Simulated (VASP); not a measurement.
# HfN in VASP: a series of runs, part 2 of 2

VASP 6.6.1. Earlier steps stand in the parts before.

## 4. Single point, PBEsol (strain -0.050 along x and y, +0.000 along z)

The input, INCAR:

```
SYSTEM = HfN
ALGO     = Normal         ! electronic algorithm
EDIFF    = 1E-6           ! SCF threshold, eV
ENCUT    = 520            ! plane-wave cutoff, eV
GGA      = PS             ! functional
ISIF     = 2              ! what is computed and relaxed
ISMEAR   = 0              ! smearing method
LASPH    = .True.         ! aspherical terms in the spheres
LCHARG   = .False.        ! write CHGCAR
LREAL    = .False.        ! projectors in reciprocal space
LWAVE    = .False.        ! write WAVECAR
NBANDS   = 14             ! bands
NELM     = 100            ! most SCF steps
PREC     = Accurate       ! precision mode
SIGMA    = 0.15           ! smearing width, eV
```

The input, KPOINTS:

```
k-points
0
Gamma
  18 18 18
  0 0 0
```

The input, POSCAR:

```
HfN
1.0
    0.0000000000      2.1460500000      2.2590000000
    2.1460500000      0.0000000000      2.2590000000
    2.1460500000      2.1460500000      0.0000000000
Hf N
1 1
Direct
    0.0000000000      0.0000000000      0.0000000000
    0.5000000000      0.5000000000      0.5000000000
```

Potentials or basis: VASP PAW PBE potentials, release 64 (Hf_pv, N).

Started as:

```sh
$ cat potpaw_PBE.64/Hf_pv/POTCAR potpaw_PBE.64/N/POTCAR > POTCAR
$ mpirun -np 1 vasp_std > vasp.out
```

OUTCAR:

```text
SYSTEM = HfN
   EDIFF = 1E-6
   ENCUT = 520
   GGA = PS
   ISIF = 2
   ISMEAR = 0
   LASPH = .True.
   LREAL = .False.
   NELM = 100
   PREC = Accurate

 ion  position               nearest neighbor table
   1  0.000  0.000  0.000-   2 2.15   2 2.15   2 2.15   2 2.15   2 2.26   2 2.26
   2  0.500  0.500  0.500-   1 2.15   1 2.15   1 2.15   1 2.15   1 2.26   1 2.26

  LATTYP: Found a body centered tetragonal cell.
 ALAT       =     3.0349730155
 C/A-ratio  =     1.4886458551

  Lattice vectors:

 A1 = (  -2.1460500000,   0.0000000000,   2.2590000000)
 A2 = (   2.1460500000,   0.0000000000,   2.2590000000)
 A3 = (   0.0000000000,   2.1460500000,  -2.2590000000)

Analysis of symmetry for initial positions (statically):
=====================================================================
 Subroutine PRICEL returns:
 Original cell was already a primitive cell.

 Routine SETGRP: Setting up the symmetry group for a
 body centered tetragonal supercell.

 Subroutine GETGRP returns: Found 16 space group operations
 (whereof 16 operations were pure point group operations)
 out of a pool of 16 trial point group operations.

The static configuration has the point symmetry D_4h.

Analysis of symmetry for dynamics (positions and initial velocities):
=====================================================================
 Subroutine PRICEL returns:
 Original cell was already a primitive cell.

 Routine SETGRP: Setting up the symmetry group for a
 body centered tetragonal supercell.

 Subroutine GETGRP returns: Found 16 space group operations
 (whereof 16 operations were pure point group operations)
 out of a pool of 16 trial point group operations.

The dynamic configuration has the point symmetry D_4h.

 Subroutine INISYM returns: Found 16 space group operations
 (whereof 16 operations are pure point group operations),
 and found     1 'primitive' translations

----------------------------------------------------------------------------------------

                                     Primitive cell
[... 116 lines left out ...]
   GGA     = PS    functional components
   LHFCALC =     F    Hartree Fock is set to
   AEXX    =    0.0000 exact exchange contribution
   IVDW    =     0    specifies the selected vdW correction
   LEPSILON=     F    determine dielectric tensor
   LRPA    =     F    only Hartree local field effects (RPA)
 non-spin polarized calculation
 Gauss-broadening in eV      SIGMA  =   0.15
  energy-cutoff  :      520.00
  volume of cell :       20.81
 maximum number of plane-waves:       576
   NGX = 11   NGY = 11   NGZ = 11

 number of electron      15.0000002 magnetization

 Free energy of the ion-electron system (eV)
  ---------------------------------------------------
  ext. energy  EPLUGINS =         0.00000000
  ---------------------------------------------------
  free energy    TOTEN  =       -22.75401404 eV

  energy without entropy =      -22.74810345  energy(sigma->0) =      -22.75105874

 E-fermi :   9.1499     XC(G=0): -13.4336

 val. band max:        9.1355782073   @ k =  -0.4444   0.1111   0.2778
 cond. band min:       9.1510176998   @ k =  -0.1111   0.0000   0.1111
 fundamental gap:      0.0154394925
 Fermi energy:         9.1498766340

 k-point     1 :       0.0000    0.0000    0.0000
  band No.  band energies     occupation
      1     -21.5318      2.00000
      2     -21.4904      2.00000
      3     -21.4904      2.00000
      4      -8.9163      2.00000
      5       5.8258      2.00000
      6       6.1611      2.00000
      7       6.1611      2.00000
      8       8.2729      2.00000
      9       8.9324      1.95971
     10       8.9324      1.95971
     11      10.2801      0.00000
     12      11.7656      0.00000
     13      12.6830      0.00000
     14      18.9558      0.00000
[... 377 lines left out ...]
      1     -22.2488      2.00000
      2     -21.6433      2.00000
      3     -21.5014      2.00000
      4      -7.3340      2.00000
      5       2.4181      2.00000
      6       3.6276      2.00000
      7       3.8474      2.00000
      8       9.7194      0.00000
      9      10.3409      0.00000
     10      11.1118      0.00000
     11      12.7218      0.00000
     12      16.0350      0.00000
     13      16.3183      0.00000
     14      21.8934      0.00000

 [... further k-points ...]
[... 5 lines left out ...]
  --------------------------------------------------------------------------------------
  -------------------------------------------------------------------------------------
  Total        5.7390426      5.7390426      0.8514929      0.0000000     -0.0000000      0.0000000
  in kB      441.9001311    441.9001311     65.5640384      0.0000000     -0.0000000      0.0000000
  external PRESSURE =     316.4547669 kB  Pullay stress =       0.0000000 kB

 VOLUME and BASIS-vectors are now :
 -----------------------------------------------------------------------------
  energy-cutoff  :      520.00
  volume of cell :       20.81
      direct lattice vectors                 reciprocal lattice vectors
     0.000000000  2.146050000  2.259000000    -0.232986184  0.232986184  0.221336875
     2.146050000  0.000000000  2.259000000     0.232986184 -0.232986184  0.221336875
     2.146050000  2.146050000  0.000000000     0.232986184  0.232986184 -0.221336875

 POSITION                                       TOTAL-FORCE (eV/Angst)
 -----------------------------------------------------------------------------------
      0.00000      0.00000      0.00000         0.000000     -0.000000     -0.000000
      2.14605      2.14605      2.25900        -0.000000      0.000000      0.000000
 -----------------------------------------------------------------------------------
    total drift:                                0.000000     -0.000000     -0.000000

  FREE ENERGIE OF THE ION-ELECTRON SYSTEM (eV)
  ---------------------------------------------------
  free  energy   TOTEN  =       -22.7540140360 eV

  energy  without entropy=      -22.7481034512  energy(sigma->0) =      -22.75105874
```

It took 2.5 min on 1 thread of Intel Xeon 8259CL, shared host; peak memory 0.26 GiB.

Results:

| Property | Result |
| --- | --- |
| Free energy | -22.7540 eV |
| Pressure | 31.6 GPa |
| Band gap on the k mesh | zero (an odd number of electrons rules out a gap without spin polarisation) |

Caveat: the cell differs from its parent crystal (strain -0.050 along x and y, +0.000 along z); the stress differs along the axes, from 7 to 44 GPa; the PAW data sets were made with another functional, which shifts forces and pressure a little; spin-orbit coupling is left out, which moves the levels of the heavy elements.

## 5. Single point, PBEsol (strain -0.025 along x and y, -0.050 along z)

The input, INCAR:

```
PREC = Accurate
ENCUT = 520
EDIFF = 1E-6
ISMEAR = 0
SIGMA = 0.15
LREAL = False
LASPH = True
NELM = 100
ALGO = Normal
ISIF = 2
LWAVE = False
LCHARG = False
GGA = PS
NBANDS = 14
```

The input, KPOINTS:

```
regular mesh
0
Gamma
  18 18 18
```

The input, POSCAR:

```
HfN
1.0
    0.0000000000      2.2025250000      2.1460500000
    2.2025250000      0.0000000000      2.1460500000
    2.2025250000      2.2025250000      0.0000000000
Hf N
1 1
Direct
    0.0000000000      0.0000000000      0.0000000000
    0.5000000000      0.5000000000      0.5000000000
```

Started as:

```sh
$ cat potpaw_PBE.64/Hf_pv/POTCAR potpaw_PBE.64/N/POTCAR > POTCAR
$ mpirun -np 1 vasp_std > vasp.out
```

It took 2.2 min on 1 thread of Intel Xeon 8259CL, shared host; peak memory 0.26 GiB.

It converged, with:

```yaml
Free_energy: -22.8183 eV
Pressure: 29.8 GPa
Band_gap_on_the_k_mesh: zero (an odd number of electrons rules out a gap without spin polarisation)
```

Stress tensor (GPa, compression positive):
```
22.90  0.00  0.00
 0.00 22.90  0.00
 0.00  0.00 43.51
```

Levels at points of the mesh, in eV from the Fermi level:
```csv
k point,band 4,band 5,band 6,band 7,band 8,band 9,band 10,band 11,band 12,band 13
"(0.00, 0.00, 0.00)",-18.03,-3.14,-3.14,-2.95,-0.53,-0.53,-0.21,1.99,2.05,3.26
"(0.50, 0.00, 0.00)",-14.59,-9.50,-6.72,-6.69,3.78,4.20,4.38,4.98,9.83,10.47
"(0.50, 0.50, 0.00)",-16.91,-5.06,-4.37,-3.76,-3.76,4.69,6.39,6.39,6.90,9.58
"(0.50, 0.00, 0.50)",-16.92,-5.40,-4.29,-3.72,-3.51,4.60,6.18,6.59,7.01,9.28
```

Caveat: the cell differs from its parent crystal (strain -0.025 along x and y, -0.050 along z); the stress differs along the axes, from 23 to 44 GPa; the PAW data sets were made with another functional, which shifts forces and pressure a little; spin-orbit coupling is left out, which moves the levels of the heavy elements.

## 6. Overview

```tsv
cell	gap on the mesh (eV)	pressure (GPa)
a = 3.275 Å, angles 60.0°, 2 atoms	none	-22.1
a = 3.354 Å, angles 60.0°, 2 atoms	none	-33.6
a = 3.116, b = 3.116, c = 3.035 Å, angles 60.9, 60.9, 58.3°, 2 atoms	none	31.6
a = 3.075, b = 3.075, c = 3.115 Å, angles 59.6, 59.6, 60.9°, 2 atoms	none	29.8
```

Alike in all rows: task single point; level PBEsol; potentials or basis VASP PAW PBE potentials, release 64 (Hf_pv, N); no spin polarisation; k mesh 18 × 18 × 18; cutoff (eV) 520; smearing gaussian 0.15 eV.

Caveats: the PAW data sets were made with another functional, which shifts forces and pressure a little; spin-orbit coupling is left out, which moves the levels of the heavy elements; the cell stands under tension (at least some runs); the stress differs along the axes, from 7 to 44 GPa (at least some runs); the stress differs along the axes, from 23 to 44 GPa (at least some runs).

Absolute energies hang on the potentials; compare differences alone.

The gap in the log of VASP goes by the Fermi energy; the results here count the filled bands.